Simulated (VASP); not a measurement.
# LiH16ClO8 in VASP: further runs

LiH16ClO8 is run at these levels: PBE+D3(BJ); tasks: single point.

All numbers are computed with VASP 6.6.1; they aren't measurements. Logs are shortened: lines on timing, memory, paths and dates and some standing lists are left out, and cuts for length are marked.

## Step 1: The cell of the first run

The cell holds a disordered packing, 26 atoms: a = 6.785 Å, b = 6.785 Å, c = 6.785 Å, α = 90.00°, β = 90.00°, γ = 90.00°.

## Step 2: Single point, PBE+D3(BJ)

File INCAR:

```
PREC = Accurate
ENCUT = 650
EDIFF = 1E-6
ISMEAR = -1
SIGMA = 0.05
LREAL = False
LASPH = True
NELM = 120
ALGO = Normal
ISIF = 2
LWAVE = False
LCHARG = False
GGA = PE
IVDW = 12
NBANDS = 56
GGA_COMPAT = False
```

File KPOINTS:

```
regular mesh
0
Gamma
  1 1 1
```

File POSCAR:

```
LiH16ClO8
1.0
    6.7853200000      0.0000000000      0.0000000000
    0.0000000000      6.7853200000      0.0000000000
    0.0000000000      0.0000000000      6.7853200000
O H Li Cl
8 16 1 1
Direct
    0.9230662666      0.1039744625      0.6432121109
    0.3608378087      0.3823843238      0.9933208751
    0.6820164709      0.8517947569      0.1862255575
    0.8660166359      0.2717926347      1.0003949703
   -0.2437467946      0.6117029116      0.5859856278
    0.5148025443      0.3673518714      0.3256883979
    0.2943265756      0.7648128607      0.3229913991
   -0.0069267183      0.3832243726      0.3769019000
    0.9322773281      0.1656517305      0.5058862368
    0.9990538398     -0.0192916473      0.6632111676
    0.2943118379      0.5038229590      0.9519816309
    0.2870019395      0.2794415002      0.9238031515
    0.8176032965      0.8686252085      0.1281148126
    0.5960809512      0.9002670471      0.0879103712
    0.7458896559      0.3450684713      0.9648329040
    0.9165669416      0.2172778881      0.8751982220
   -0.1457410999      0.5506446269      0.4986058137
   -0.1743617103      0.6616194962      0.7087653935
    0.4565002093      0.3244651689      0.2053256147
    0.5824043671      0.2545790029      0.3771671786
    0.2370853549      0.8027476965      0.1963650941
    0.1765576273      0.7041377562      0.3681919202
    0.1242093225      0.3633726928      0.4223234866
   -0.0194390242      0.3483991912      0.2315292425
    0.5499666928      0.6447448315      0.3321877229
    0.0976667276      0.7842518850      0.9360354412
```

Potentials or basis: VASP PAW PBE potentials, release 64 (O, H, Li_sv, Cl).

Launch:

```
cat potpaw_PBE.64/O/POTCAR potpaw_PBE.64/H/POTCAR potpaw_PBE.64/Li_sv/POTCAR potpaw_PBE.64/Cl/POTCAR > POTCAR
mpirun -np 1 vasp_gam > vasp.out
```

OUTCAR:

```text
PREC = Accurate
   ENCUT = 650
   EDIFF = 1E-6
   ISMEAR = -1
   LREAL = False
   LASPH = True
   NELM = 120
   ISIF = 2
   GGA = PE
   IVDW = 12
 IVDW          = 12

 ion  position               nearest neighbor table
   1  0.923  0.104  0.643-  10 0.99   9 1.02
   2  0.361  0.382  0.993-  12 0.98  11 0.98
   3  0.682  0.852  0.186-  14 0.95  13 1.01  25 1.94
   4  0.866  0.272  0.000-  15 0.98  16 0.99
   5  0.756  0.612  0.586-  17 0.98  18 1.02  25 2.23
   6  0.515  0.367  0.326-  19 0.95  20 0.96  25 1.90
   7  0.294  0.765  0.323-  22 0.95  21 0.98  25 1.92
   8  0.993  0.383  0.377-  23 0.95  24 1.02
   9  0.932  0.166  0.506-   1 1.02
  10  0.999  0.981  0.663-   1 0.99
  11  0.294  0.504  0.952-   2 0.98
  12  0.287  0.279  0.924-   2 0.98
  13  0.818  0.869  0.128-   3 1.01
  14  0.596  0.900  0.088-   3 0.95
[... 8 lines left out ...]
  23  0.124  0.363  0.422-   8 0.95
  24  0.981  0.348  0.232-   8 1.02
  25  0.550  0.645  0.332-   6 1.90   7 1.92   3 1.94   5 2.23
  26  0.098  0.784  0.936-

  LATTYP: Found a simple cubic cell.
 ALAT       =     6.7853200000

  Lattice vectors:

 A1 = (   6.7853200000,   0.0000000000,   0.0000000000)
 A2 = (   0.0000000000,   6.7853200000,   0.0000000000)
 A3 = (   0.0000000000,   0.0000000000,   6.7853200000)

Analysis of symmetry for initial positions (statically):
=====================================================================
 Subroutine PRICEL returns:
 Original cell was already a primitive cell.

 Routine SETGRP: Setting up the symmetry group for a
 simple cubic supercell.

 Subroutine GETGRP returns: Found  1 space group operations
 (whereof  1 operations were pure point group operations)
 out of a pool of 48 trial point group operations.

The static configuration has the point symmetry C_1 .

Analysis of symmetry for dynamics (positions and initial velocities):
=====================================================================
 Subroutine PRICEL returns:
 Original cell was already a primitive cell.

 Routine SETGRP: Setting up the symmetry group for a
 simple cubic supercell.

 Subroutine GETGRP returns: Found  1 space group operations
 (whereof  1 operations were pure point group operations)
 out of a pool of 48 trial point group operations.

The dynamic configuration has the point symmetry C_1 .

 Subroutine INISYM returns: Found  1 space group operations
 (whereof  1 operations are pure point group operations),
 and found     1 'primitive' translations

----------------------------------------------------------------------------------------

                                     Primitive cell

  volume of cell :     312.4000

  direct lattice vectors                    reciprocal lattice vectors
     6.785320000  0.000000000  0.000000000     0.147376984  0.000000000  0.000000000
     0.000000000  6.785320000  0.000000000     0.000000000  0.147376984  0.000000000
     0.000000000  0.000000000  6.785320000     0.000000000  0.000000000  0.147376984

  length of vectors
     6.785320000  6.785320000  6.785320000     0.147376984  0.147376984  0.147376984

  position of ions in fractional coordinates (direct lattice)
     0.923066267  0.103974462  0.643212111
     0.360837809  0.382384324  0.993320875
     0.682016471  0.851794757  0.186225558
     0.866016636  0.271792635  0.000394970
     0.756253205  0.611702912  0.585985628
     0.514802544  0.367351871  0.325688398
[... 18 lines left out ...]
     0.549966693  0.644744831  0.332187723
     0.097666728  0.784251885  0.936035441

  ion indices of the primitive-cell ions
   primitive index   ion index
                 1           1
                 2           2
                 3           3
                 4           4
                 5           5
                 6           6
[... 18 lines left out ...]
                25          25
                26          26

----------------------------------------------------------------------------------------

 KPOINTS: regular mesh

Automatic generation of k-mesh.
 Grid dimensions read from file:
[... 44 lines left out ...]
   POTIM  = 0.5000    time-step for ionic-motion
   TEBEG  =    0.0;   TEEND  =   0.0 temperature during run
   PSTRESS=    0.0 pullay stress
   NELECT =      74.0000    total number of electrons
   NUPDOWN=      -1.0000    fix difference up-down
   EMIN   =  10.00;   EMAX   =-10.00  energy-range for DOS
   EFERMI =   0.00;   METHOD = LEGACY
   ISMEAR =    -1;   SIGMA  =   0.05  broadening in eV -4-tet -1-fermi 0-gaus
   EFERMI_NEDOS =   21; number of points for ismear=-14 and -15
   IALGO  =     38    algorithm
   IMIX   =      4    mixing-type and parameters
     AMIX     =   0.40;   BMIX     =  1.00
     AMIX_MAG =   1.60;   BMIX_MAG =  1.00
  volume/ion in A,a.u.               =      12.02        81.08
  Fermi-wavevector in a.u.,A,eV,Ry     =   1.012935  1.914170 13.960095  1.026038
  Thomas-Fermi vector in A             =   2.146074
   LORBIT       =      0    0 simple, 1 ext, 2 COOP (PROOUT), +10 PAW based schemes
   GGA     = PE    functional components
   LHFCALC =     F    Hartree Fock is set to
   AEXX    =    0.0000 exact exchange contribution
   IVDW    =    12    specifies the selected vdW correction
   LEPSILON=     F    determine dielectric tensor
   LRPA    =     F    only Hartree local field effects (RPA)
 non-spin polarized calculation
  energy-cutoff  :      650.00
  volume of cell :      312.40
 maximum number of plane-waves:      5877
   NGX = 29   NGY = 29   NGZ = 29

 number of electron      74.0000005 magnetization

 Free energy of the ion-electron system (eV)
  ---------------------------------------------------
  ext. energy  EPLUGINS =         0.00000000
  ---------------------------------------------------
  free energy    TOTEN  =      -123.67092866 eV

  energy without entropy =     -123.67092866  energy(sigma->0) =     -123.67092866

 E-fermi :  -2.0140     XC(G=0):  -6.5102

 val. band max:       -3.2341217808   @ k =   0.0000   0.0000   0.0000
 cond. band min:       0.8898957086   @ k =   0.0000   0.0000   0.0000
 fundamental gap:      4.1240174894
 Fermi energy:        -2.0140250992

 k-point     1 :       0.0000    0.0000    0.0000
  band No.  band energies     occupation
      1     -45.7284      2.00000
      2     -22.9256      2.00000
      3     -22.8009      2.00000
      4     -22.6813      2.00000
      5     -22.5245      2.00000
      6     -22.3047      2.00000
[... 41 lines left out ...]
     48       6.0887      0.00000
     49       6.2047      0.00000
 [bands above 49 left out]

------------------------ aborting loop because EDIFF is reached ----------------------------------------

 Edisp (eV)   -1.00074

 E8    (eV) :    -0.2364

  FORCE on cell =-STRESS in cart. coord.  units (eV):
  Direction    XX          YY          ZZ          XY          YZ          ZX
  --------------------------------------------------------------------------------------
  -------------------------------------------------------------------------------------
  Total       0.70845    -0.48266     0.57225    -0.56521    -1.22422     0.12195
  in kB       3.63334    -2.47539     2.93485    -2.89874    -6.27856     0.62546
  external pressure =        1.36 kB  Pullay stress =        0.00 kB

 VOLUME and BASIS-vectors are now :
 -----------------------------------------------------------------------------
  energy-cutoff  :      650.00
  volume of cell :      312.40
      direct lattice vectors                 reciprocal lattice vectors
     6.785320000  0.000000000  0.000000000     0.147376984  0.000000000  0.000000000
     0.000000000  6.785320000  0.000000000     0.000000000  0.147376984  0.000000000
     0.000000000  0.000000000  6.785320000     0.000000000  0.000000000  0.147376984

 POSITION                                       TOTAL-FORCE (eV/Angst)
 -----------------------------------------------------------------------------------
      6.26330      0.70550      4.36440         0.165028      0.088684     -0.686164
      2.44840      2.59460      6.74000        -0.406821     -0.629869     -0.968696
      4.62770      5.77970      1.26360         1.722789     -0.366612      0.537798
      5.87620      1.84420      0.00268        -0.406176      0.430254      0.512301
      5.13142      4.15060      3.97610        -0.010142      0.865271      1.189476
      3.49310      2.49260      2.20990         0.488325      0.374897      1.536309
[... 18 lines left out ...]
      3.73170      4.37480      2.25400         0.298855      0.156884      0.660994
      0.66270      5.32140      6.35130        -0.202190      0.003214     -0.294672
 -----------------------------------------------------------------------------------
    total drift:                                0.001249      0.000541      0.001364

  FREE ENERGIE OF THE ION-ELECTRON SYSTEM (eV)
  ---------------------------------------------------
  free  energy   TOTEN  =      -124.6716686159 eV

  energy  without entropy=     -124.6716686159  energy(sigma->0) =     -124.67166862
```

Run time: 30 s. Hardware: 1 thread of AMD EPYC 9R45 (Zen 5), shared host; peak memory 0.37 GiB.

Results:

| Item | Value |
| --- | --- |
| Free energy | -124.6717 eV |
| Pressure | 0.1 GPa |
| Largest force | 1.842 eV/Å |
| Dispersion energy per atom | -0.038 eV |

Forces in eV/Å, atoms in the order of the input:
```
O    0.165  0.089 -0.686
O   -0.407 -0.630 -0.969
O    1.723 -0.367  0.538
O   -0.406  0.430  0.512
O   -0.010  0.865  1.189
O    0.488  0.375  1.536
O    0.650  0.422  0.194
O   -0.961 -0.141 -1.389
H    0.236 -0.775  1.542
H   -0.306  0.596 -0.408
H   -0.210  0.425  0.141
H    0.207  0.163  0.145
H   -0.815 -0.276  0.254
H   -0.826  0.635 -1.108
H    0.570 -0.300  0.050
H   -0.269 -0.071 -0.333
H    0.295 -0.246  0.392
H   -0.519 -0.519 -1.483
H   -0.836 -0.070 -1.543
H    0.482 -0.354  0.520
H    0.236  0.446 -1.162
H   -0.873 -0.909  1.165
H    1.200 -0.152 -0.016
H    0.088  0.204  0.552
Li   0.299  0.157  0.661
Cl  -0.202  0.003 -0.295
```

Stress tensor (GPa, compression positive):
```
 0.36 -0.29  0.06
-0.29 -0.25 -0.63
 0.06 -0.63  0.29
```

Caveat: the k points lie up to 0.93 Å⁻¹ apart; the atoms stand as in a frame of molecular dynamics.

## Step 3: Single point, PBE+D3(BJ)

File INCAR:

```
SYSTEM = LiH16ClO8
ALGO     = Normal         ! electronic algorithm
EDIFF    = 1E-6           ! SCF threshold, eV
ENCUT    = 650            ! plane-wave cutoff, eV
GGA      = PE             ! functional
GGA_COMPAT= .False.      
ISIF     = 2              ! what is computed and relaxed
ISMEAR   = -1             ! smearing method
IVDW     = 12             ! dispersion correction
LASPH    = .True.         ! aspherical terms in the spheres
LCHARG   = .False.        ! write CHGCAR
LREAL    = .False.        ! projectors in reciprocal space
LWAVE    = .False.        ! write WAVECAR
NBANDS   = 56             ! bands
NELM     = 120            ! most SCF steps
PREC     = Accurate       ! precision mode
SIGMA    = 0.05           ! smearing width, eV
```

File KPOINTS:

```
k-points
0
Gamma
  1 1 1
  0 0 0
```

File POSCAR:

```
LiH16ClO8
1.0
    6.7853200000      0.0000000000      0.0000000000
    0.0000000000      6.7853200000      0.0000000000
    0.0000000000      0.0000000000      6.7853200000
O H Li Cl
8 16 1 1
Direct
    0.9595125948      0.1291906646      0.6247310370
    0.3227113828      0.3981389234      0.9793937500
    0.6646996752      0.8037203846      0.1822021659
    0.7945240608      0.2325314060      1.0043151981
   -0.2259583925      0.6199265473      0.6504777962
    0.5433052531      0.3511698785      0.3460264217
    0.3156225499      0.7932271433      0.3842117984
    0.0112301262      0.4093985251      0.3059546197
    0.9976095453      0.2345209953      0.5260031951
    1.0635165328      0.0401307529      0.6643017573
    0.2549327077      0.5240872943      0.9484445833
    0.2169831342      0.3131171411      0.9327931476
    0.7897490465      0.8076111370      0.1153077526
    0.6031108334      0.9318057218      0.1387259554
    0.6774035712      0.3128371249      0.9867478616
    0.8228204418      0.2061951389      0.8622732605
   -0.1448863134      0.5283022761      0.5773493365
   -0.1398460205      0.6885010582      0.7537890623
    0.4656228446      0.3224313665      0.2263563104
    0.6013570473      0.2229371643      0.3907700742
    0.2814310895      0.8496872660      0.2658091291
    0.1968809135      0.8120619219      0.4675240077
    0.1319318765      0.4561907176      0.2377632890
   -0.0724800009      0.3831064710      0.1936533575
    0.5625232119      0.6441995366      0.4135840314
    0.0996268415      0.7739207583      0.8957867868
```

Potentials or basis: VASP PAW PBE potentials, release 64 (O, H, Li_sv, Cl).

Launch:

```
cat potpaw_PBE.64/O/POTCAR potpaw_PBE.64/H/POTCAR potpaw_PBE.64/Li_sv/POTCAR potpaw_PBE.64/Cl/POTCAR > POTCAR
mpirun -np 1 vasp_gam > vasp.out
```

Wall time 29 s (1 thread of AMD EPYC 9R45 (Zen 5), shared host); peak memory 0.37 GiB.

The run converged. Its results:

- Free energy: -124.7349 eV
- Pressure: -1.2 GPa
- Largest force: 3.454 eV/Å
- Dispersion energy per atom: -0.038 eV

Forces on the atoms (eV/Å):
```
O   -0.810  1.409 -0.647
O   -0.327 -0.268  0.162
O   -1.297  1.388 -0.101
O   -0.363 -0.085 -0.922
O   -0.666  0.512  0.301
O    0.235 -1.091  0.236
O   -0.133 -0.981  3.310
O    1.088  0.637  0.324
H    0.275 -1.222  0.573
H    0.436 -0.043  0.041
H    0.438  0.760  0.007
H    0.163 -0.692 -0.001
H    0.891 -0.147 -0.367
H    0.741 -1.331  0.396
H   -0.336  0.350  0.238
H    0.615 -0.251  0.399
H    0.598 -0.006  0.005
H   -0.345 -0.719 -1.065
H    0.039  0.207  0.156
H   -0.474  1.268 -0.338
H   -0.809  1.131 -3.022
H    0.765 -0.348 -0.244
H   -0.416 -0.229  0.647
H   -0.719 -0.602 -0.552
Li   0.344  0.016  0.200
Cl   0.067  0.337  0.264
```

Stress tensor (GPa, compression positive):
```
-0.35  0.10 -0.05
 0.10 -1.75  0.64
-0.05  0.64 -1.39
```

Levels at points of the mesh, in eV from the Fermi level:
```tsv
k point	band 33	band 34	band 35	band 36	band 37	band 38	band 39	band 40	band 41	band 42
(0.00, 0.00, 0.00)	-2.06	-1.80	-1.55	-1.41	-1.39	2.76	5.45	5.63	6.00	6.34
```

Caveat: the k points lie up to 0.93 Å⁻¹ apart; the atoms stand as in a frame of molecular dynamics.

## Step 4: Single point, PBE+D3(BJ)

File INCAR:

```
SYSTEM = LiH16ClO8
PREC     = Accurate       ! precision mode
ENCUT    = 650            ! plane-wave cutoff, eV
EDIFF    = 1E-6           ! SCF threshold, eV
ISMEAR   = -1             ! smearing method
SIGMA    = 0.05           ! smearing width, eV
LREAL    = .FALSE.        ! projectors in reciprocal space
LASPH    = .TRUE.         ! aspherical terms in the spheres
NELM     = 120            ! most SCF steps
ALGO     = Normal         ! electronic algorithm
ISIF     = 2              ! what is computed and relaxed
LWAVE    = .FALSE.        ! write WAVECAR
LCHARG   = .FALSE.        ! write CHGCAR
GGA      = PE             ! functional
IVDW     = 12             ! dispersion correction
NBANDS   = 56             ! bands
GGA_COMPAT= .FALSE.
```

File KPOINTS:

```
regular mesh
0
G
  1 1 1
  0 0 0
```

File POSCAR:

```
LiH16ClO8
1.0
    6.7853200000      0.0000000000      0.0000000000
    0.0000000000      6.7853200000      0.0000000000
    0.0000000000      0.0000000000      6.7853200000
O H Li Cl
8 16 1 1
Direct
    0.9902554338      0.1870803440      0.6343989672
    0.3297854781      0.3771966540      1.0061426727
    0.7404661829      0.7292065813      0.1775303154
    0.7017944622      0.1967187988      0.9796000778
   -0.2366579616      0.5740333544      0.6321735747
    0.5207123614      0.4154851945      0.3676613631
    0.3183932372      0.8013770905      0.4707220883
    0.0053497845      0.3943513349      0.2536210525
    1.0307398914      0.2394433866      0.5011996487
    1.0563245359      0.0688250517      0.6756792605
    0.2626552617      0.4916643578      0.9407957178
    0.2943118379      0.2631858188      0.9299487718
    0.8645723415      0.7092222622      0.1072609693
    0.7028703141      0.8592962454      0.1294412054
    0.6421657343      0.3156225499      0.9300961487
    0.8125187906      0.1842359682      0.8881084459
   -0.1677150083      0.4716653010      0.5641443587
   -0.1266852558      0.6256300366      0.7132898669
    0.4469943938      0.4011896270      0.2409171564
    0.5439684495      0.2837596458      0.4102238362
    0.2047213691      0.7419252150      0.4073499850
    0.2862355792      0.8075227108      0.6151662707
    0.1109748693      0.3474412408      0.1620115190
   -0.1127728685      0.3333372634      0.2103806453
    0.5931776246      0.6997017090      0.4214392247
    0.0976372522      0.8048846628      0.8702316177
```

Launch:

```
cat potpaw_PBE.64/O/POTCAR potpaw_PBE.64/H/POTCAR potpaw_PBE.64/Li_sv/POTCAR potpaw_PBE.64/Cl/POTCAR > POTCAR
mpirun -np 1 vasp_gam > vasp.out
```

It took 29 s on 1 thread of AMD EPYC 9R45 (Zen 5), shared host; peak memory 0.4 GiB.

It converged, with:

```
Free energy                : -124.9893 eV
Pressure                   : -0.3 GPa
Largest force              : 1.891 eV/Å
Dispersion energy per atom : -0.038 eV
```

Forces in eV/Å, atoms in the order of the input:
```
O   -0.533  1.628 -0.800
O   -0.567  1.205 -0.119
O   -0.354  0.764 -0.010
O    0.705 -0.413  0.072
O    0.156  0.798  0.694
O   -0.725  0.637 -1.028
O    0.564  0.313  0.592
O    1.716  0.128  0.493
H    0.013 -0.754  0.927
H    0.522 -0.869 -0.207
H    0.381 -0.365  0.297
H   -0.049 -0.620 -0.491
H    0.291 -0.274  0.085
H   -0.114  0.164 -0.233
H   -0.598  0.574  0.023
H    0.103 -0.303 -0.162
H    0.146 -0.860 -0.633
H   -0.310  0.488  0.130
H    0.457 -0.026  0.485
H    0.161 -0.809  0.423
H   -0.075 -0.098  0.052
H   -0.225 -0.171 -0.715
H   -0.478  0.413  0.550
H   -1.383 -0.619 -0.757
Li   0.043 -0.689  0.208
Cl   0.154 -0.243  0.125
```

Stress tensor (GPa, compression positive):
```
 0.18 -0.35  0.09
-0.35  0.33  1.12
 0.09  1.12 -1.40
```

Levels at points of the mesh, in eV from the Fermi level:
| k point | band 33 | band 34 | band 35 | band 36 | band 37 | band 38 | band 39 | band 40 | band 41 | band 42 |
| --- | --- | --- | --- | --- | --- | --- | --- | --- | --- | --- |
| (0.00, 0.00, 0.00) | -1.82 | -1.67 | -1.45 | -1.37 | -1.25 | 3.12 | 5.75 | 6.24 | 6.50 | 6.64 |

Caveat: the k points lie up to 0.93 Å⁻¹ apart; the atoms stand as in a frame of molecular dynamics.

## Step 5: The runs side by side

```csv
cell,pressure (GPa),largest force (eV/Å)
"as given, atomic positions A",0.1,1.84
"as given, atomic positions B",-1.2,3.45
"as given, atomic positions C",-0.3,1.89
```

Alike in all rows: task single point; level PBE+D3(BJ); potentials or basis VASP PAW PBE potentials, release 64 (O, H, Li_sv, Cl); no spin polarisation; k mesh 1 × 1 × 1; cutoff (eV) 650; smearing fermi-dirac 0.05 eV.

Caveats: all runs use coarse meshes; the atoms stand as in a frame of molecular dynamics.

Total energies depend on the potentials used, so only differences within one code and one set of settings carry meaning.
